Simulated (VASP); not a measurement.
# In in VASP: single point with PBEsol

Aim: the single point of In with PBEsol.

All numbers are computed with VASP 6.6.1; they aren't measurements. Logs are shortened: lines on timing, memory, paths and dates and some standing lists are left out, and cuts for length are marked.

## (1) The cell of the first run

The cell holds a atom, 1 atom: a = 14.000 Å, b = 14.400 Å, c = 14.800 Å, α = 90.00°, β = 90.00°, γ = 90.00°.

## (2) Single point, PBEsol, collinear spin, ferromagnetic start

File INCAR:

```
SYSTEM = In
PREC     = Accurate       ! precision mode
ENCUT    = 520            ! plane-wave cutoff, eV
EDIFF    = 1E-6           ! SCF threshold, eV
ISMEAR   = -1             ! smearing method
SIGMA    = 0.01           ! smearing width, eV
LREAL    = .FALSE.        ! projectors in reciprocal space
LASPH    = .TRUE.         ! aspherical terms in the spheres
NELM     = 150            ! most SCF steps
ALGO     = Normal         ! electronic algorithm
ISIF     = 2              ! what is computed and relaxed
LWAVE    = .FALSE.        ! write WAVECAR
LCHARG   = .TRUE.         ! write CHGCAR
ISPIN    = 2              ! spin polarisation
MAGMOM   = 1              ! initial moments
LORBIT   = 11             ! projections on sites
GGA      = PS             ! functional
LELF     = .TRUE.         ! ELF
LVHAR    = .TRUE.       
NBANDS   = 16             ! bands
ISYM     = 0
```

File KPOINTS:

```
Automatic mesh
0
G
  1 1 1
  0 0 0
```

File POSCAR:

```
In
1.0
   14.0000000000      0.0000000000      0.0000000000
    0.0000000000     14.4000000000      0.0000000000
    0.0000000000      0.0000000000     14.8000000000
In
1
Direct
    0.5000000000      0.5000000000      0.5000000000
```

Potentials or basis: VASP PAW PBE potentials, release 64 (In_d).

The run is started by

```bash
> cat potpaw_PBE.64/In_d/POTCAR > POTCAR
> mpirun -np 1 vasp_gam > vasp.out
```

OUTCAR:

```text
SYSTEM = In
   PREC = Accurate
   ENCUT = 520
   EDIFF = 1E-6
   ISMEAR = -1
   LREAL = .FALSE.
   LASPH = .TRUE.
   NELM = 150
   ISIF = 2
   ISPIN = 2
   LORBIT = 11
   GGA = PS
   ISYM = 0

 ion  position               nearest neighbor table
   1  0.500  0.500  0.500-

IMPORTANT INFORMATION: All symmetrisations will be switched off!
NOSYMM: (Re-)initialisation of all symmetry stuff for point group C_1.

----------------------------------------------------------------------------------------

                                     Primitive cell

  volume of cell :    2983.6800

  direct lattice vectors                    reciprocal lattice vectors
    14.000000000  0.000000000  0.000000000     0.071428571  0.000000000  0.000000000
     0.000000000 14.400000000  0.000000000     0.000000000  0.069444444  0.000000000
     0.000000000  0.000000000 14.800000000     0.000000000  0.000000000  0.067567568

  length of vectors
    14.000000000 14.400000000 14.800000000     0.071428571  0.069444444  0.067567568

  position of ions in fractional coordinates (direct lattice)
     0.500000000  0.500000000  0.500000000

  ion indices of the primitive-cell ions
   primitive index   ion index
                 1           1

----------------------------------------------------------------------------------------

 KPOINTS: Automatic mesh

Automatic generation of k-mesh.
 Grid dimensions read from file:
 generate k-points for:    1    1    1

 Generating k-lattice:

  Cartesian coordinates                     Fractional coordinates (reciprocal lattice)
     0.071428571  0.000000000  0.000000000     1.000000000  0.000000000  0.000000000
     0.000000000  0.069444444  0.000000000     0.000000000  1.000000000  0.000000000
     0.000000000  0.000000000  0.067567568     0.000000000  0.000000000  1.000000000

  Length of vectors
     0.071428571  0.069444444  0.067567568

  Shift w.r.t. Gamma in fractional coordinates (k-lattice)
     0.000000000  0.000000000  0.000000000

 Subroutine IBZKPT returns following result:
 ===========================================

 Found      1 irreducible k-points:

 Following reciprocal coordinates:
            Coordinates               Weight
  0.000000  0.000000  0.000000      1.000000
   k-points           NKPTS =      1   k-points in BZ     NKDIM =      1   number of bands    NBANDS=     16
   number of dos      NEDOS =    301   number of ions     NIONS =      1
   total plane-waves  NPLWV = ******
   dimension x,y,z NGX =   108 NGY =  108 NGZ =  112
   dimension x,y,z NGXF=   216 NGYF=  216 NGZF=  224
   ions per type =               1
   NGX,Y,Z   is equivalent  to a cutoff of  12.82, 12.47, 12.58 a.u.
   NGXF,Y,Z  is equivalent  to a cutoff of  25.65, 24.94, 25.16 a.u.
 SYSTEM =  In
   PREC   = accura    normal or accurate (medium, high low for compatibility)
   ISTART =      0    job   : 0-new  1-cont  2-samecut
   ICHARG =      2    charge: 1-file 2-atom 10-const
   ISPIN  =      2    spin polarized calculation?
   LNONCOLLINEAR =      F non collinear calculations
   LSORBIT =      F    spin-orbit coupling
   LASPH  =      T    aspherical Exc in radial PAW
   ENCUT  =  520.0 eV  38.22 Ry    6.18 a.u.  26.03 26.77 27.52*2*pi/ulx,y,z
   NELM   =    150;   NELMIN=  2; NELMDL= -5     # of ELM steps
   EDIFF  = 0.1E-05   stopping-criterion for ELM
   LREAL  =      F    real-space projection
   EDIFFG = 0.1E-04   stopping-criterion for IOM
   NSW    =      0    number of steps for IOM
   IBRION =     -1    ionic relax: 0-MD 1-quasi-New 2-CG
   NFREE  =      0    steps in history (QN), initial steepest desc. (CG)
   ISIF   =      2    stress and relaxation
   ISYM   =      0    0-nonsym 1-usesym 2-fastsym
   POTIM  = 0.5000    time-step for ionic-motion
   TEBEG  =    0.0;   TEEND  =   0.0 temperature during run
   PSTRESS=    0.0 pullay stress
   NELECT =      13.0000    total number of electrons
   NUPDOWN=      -1.0000    fix difference up-down
   EMIN   =  10.00;   EMAX   =-10.00  energy-range for DOS
   EFERMI =   0.00;   METHOD = LEGACY
   ISMEAR =    -1;   SIGMA  =   0.01  broadening in eV -4-tet -1-fermi 0-gaus
   EFERMI_NEDOS =   21; number of points for ismear=-14 and -15
   IALGO  =     38    algorithm
   IMIX   =      4    mixing-type and parameters
     AMIX     =   0.40;   BMIX     =  1.00
     AMIX_MAG =   1.60;   BMIX_MAG =  1.00
  volume/ion in A,a.u.               =    2983.68     20134.87
  Fermi-wavevector in a.u.,A,eV,Ry     =   0.267386  0.505286  0.972752  0.071495
  Thomas-Fermi vector in A             =   1.102613
   LORBIT       =     11    0 simple, 1 ext, 2 COOP (PROOUT), +10 PAW based schemes
   GGA     = PS    functional components
   LHFCALC =     F    Hartree Fock is set to
   AEXX    =    0.0000 exact exchange contribution
   IVDW    =     0    specifies the selected vdW correction
   LEPSILON=     F    determine dielectric tensor
   LRPA    =     F    only Hartree local field effects (RPA)
 spin polarized calculation
  energy-cutoff  :      520.00
  volume of cell :     2983.68
 maximum number of plane-waves:     40220
 NGX is ok and might be reduce to   108
   NGX = 53   NGY = 53   NGZ = 55

 number of electron      13.0000010 magnetization       1.0000000

 Free energy of the ion-electron system (eV)
  ---------------------------------------------------
  ext. energy  EPLUGINS =         0.00000000
  ---------------------------------------------------
  free energy    TOTEN  =        -0.21730574 eV

  energy without entropy =       -0.19821032  energy(sigma->0) =       -0.20775803

 E-fermi :  -2.6871     XC(G=0):  -0.4087

 val. band max:       -7.7780388703   @ k =   0.0000   0.0000   0.0000
 cond. band min:      -2.6802357858   @ k =   0.0000   0.0000   0.0000
 fundamental gap:      5.0978030845
 Fermi energy:        -2.6871417898

 spin component 1

 k-point     1 :       0.0000    0.0000    0.0000
  band No.  band energies     occupation
      1     -18.4399      1.00000
      2     -18.4399      1.00000
      3     -18.4397      1.00000
      4     -18.4396      1.00000
      5     -18.4396      1.00000
      6      -8.3771      1.00000
[... 8 lines left out ...]
     15       0.4957      0.00000
     16       0.5315      0.00000
 Fermi energy:        -2.6871417898

 spin component 2

 k-point     1 :       0.0000    0.0000    0.0000
  band No.  band energies     occupation
      1     -18.3690      1.00000
      2     -18.3690      1.00000
      3     -18.3688      1.00000
      4     -18.3686      1.00000
      5     -18.3686      1.00000
      6      -7.7780      1.00000
[... 8 lines left out ...]
     15       0.8119      0.00000
     16       0.8533      0.00000

------------------------ aborting loop because EDIFF is reached ----------------------------------------

  FORCE on cell =-STRESS in cart. coord.  units (eV):
  Direction    XX          YY          ZZ          XY          YZ          ZX
  --------------------------------------------------------------------------------------
  -------------------------------------------------------------------------------------
  Total       -0.0113335     -0.0131993     -0.0126421     -0.0000057     -0.0000019      0.0000032
  in kB       -0.0060858     -0.0070878     -0.0067886     -0.0000031     -0.0000010      0.0000017
  external PRESSURE =      -0.0066541 kB  Pullay stress =       0.0000000 kB

 VOLUME and BASIS-vectors are now :
 -----------------------------------------------------------------------------
  energy-cutoff  :      520.00
  volume of cell :     2983.68
      direct lattice vectors                 reciprocal lattice vectors
    14.000000000  0.000000000  0.000000000     0.071428571  0.000000000  0.000000000
     0.000000000 14.400000000  0.000000000     0.000000000  0.069444444  0.000000000
     0.000000000  0.000000000 14.800000000     0.000000000  0.000000000  0.067567568

 POSITION                                       TOTAL-FORCE (eV/Angst)
 -----------------------------------------------------------------------------------
      7.00000      7.20000      7.40000        -0.000000     -0.000000     -0.000000
 -----------------------------------------------------------------------------------
    total drift:                               -0.000000     -0.000000     -0.000000

  FREE ENERGIE OF THE ION-ELECTRON SYSTEM (eV)
  ---------------------------------------------------
  free  energy   TOTEN  =        -0.2173057376 eV

  energy  without entropy=       -0.1982103247  energy(sigma->0) =       -0.20775803

 total charge

# of ion       s       p       d       tot
------------------------------------------
    1        1.135   0.264   9.829  11.228

 magnetization (x)

# of ion       s       p       d       tot
------------------------------------------
    1       -0.009   0.264  -0.004   0.250
```

Run time: 8.4 min. Hardware: 1 thread of AMD EPYC 9R45 (Zen 5), shared host; peak memory 2.7 GiB.

Results:

```
Free energy                                           : -0.2173 eV
Pressure                                              : 0.0 GPa
Band gap on the k mesh                                : zero (filled and empty bands touch)
Net moment                                            : 1.00 μB per cell
Site moments                                          : In +0.25 μB
Valence electrons inside the program's atomic spheres : In 11.23
```

Levels at points of the mesh, in eV from the Fermi level:
Spin up:
```tsv
k point	band 4	band 5	band 6	band 7	band 8	band 9
(0.00, 0.00, 0.00)	-15.75	-15.75	-5.69	0.01	0.01	0.01
```
Spin down:
```
           k point  band 3  band 4  band 5  band 6  band 7  band 8  band 9  band 10
(0.00, 0.00, 0.00)  -15.68  -15.68  -15.68   -5.09    0.71    0.71    0.71     2.66
```

Caveat: the PAW data sets were made with another functional, which shifts forces and pressure a little; spin-orbit coupling is left out, which moves the levels of the heavy elements.
